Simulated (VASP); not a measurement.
AlAs5, 6 atoms in the cell. Symmetry: F-43m, No. 216, cubic system. The conventional cell has a = 7.868 Å, b = 7.868 Å, c = 7.868 Å, α = 90.00°, β = 90.00°, γ = 90.00°. Within 4.3 Å of Al (site symmetry -43m) lie 16 As at 3.26 to 3.41 Å. As (site symmetry -43m) has 12 As at 3.26 Å and 4 Al at 3.41 Å within 4.3 Å. Within 3.7 Å of As (site symmetry 3m) lie 9 As at 2.78 to 3.26 Å and 3 Al at 3.26 Å. The cell was built from a structure type or drawn by symmetry, and may not be a known phase.

```yaml
Program: VASP 6.6.1
Task: single point
Functional: PBE
Potentials_or_basis: VASP PAW PBE potentials, release 64 (Al, As)
Cutoff: 520 eV
k_mesh: 8 × 8 × 8
Occupations: gaussian, width 0.1 eV
Spin: no spin polarisation
Dipole_correction: no
Further_INCAR_settings: ALGO = Normal; EDIFF = 1e-06; NBANDS = 23
```

Potentials or basis: VASP PAW PBE potentials, release 64 (Al, As).

Launch:

```console
$ cat potpaw_PBE.64/Al/POTCAR potpaw_PBE.64/As/POTCAR > POTCAR
$ mpirun -np 1 vasp_std > vasp.out
```

Hardware: 1 thread of Intel(R) Xeon(R) Platinum 8559C (Emerald Rapids), with other jobs on the host.

Problem. How long does it take, and how much memory?

Solution. It took 46 s on 1 thread of Intel(R) Xeon(R) Platinum 8559C (Emerald Rapids) (shared host), peak memory 0.27 GiB. Counts: scf iterations 12, k points 29.
